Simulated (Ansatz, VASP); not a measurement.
MgO: VASP beside Ansatz

```xyz
2
Lattice="0.0000 2.1085 2.1085 2.1085 0.0000 2.1085 2.1085 2.1085 0.0000" Properties=species:S:1:pos:R:3 pbc="T T T"
Mg    0.0000    0.0000    0.0000
O     2.1085    2.1085    2.1085
```

Alike in both runs: task relaxation of cell and atoms; functional PBEsol; k mesh 12 × 12 × 12; occupations fermi-dirac, width 0.05 eV; no spin polarisation.

|  | VASP | Ansatz |
| --- | --- | --- |
| version | VASP 6.6.1 | Ansatz 0.2.0 |
| potentials or method | VASP PAW PBE potentials, release 64 (Mg, O) | PAW with Ansatz's default frozen-core files, scalar-relativistic |
| plane-wave cutoff (eV) | 600 | 420 |
| valence electrons in the cell | 8 | 16 |

```tsv
	VASP	Ansatz	Ansatz less VASP
relaxed volume (Å³/atom)	9.31	9.36	+0.043
relaxed cell length with the largest relative difference (Å)	2.975	2.980	+0.0046
```

VASP's potentials were made for PBE, not for PBEsol. VASP's potentials hold 8 valence electrons a cell and Ansatz's 16, so a difference there can come from the potentials and not from the codes.
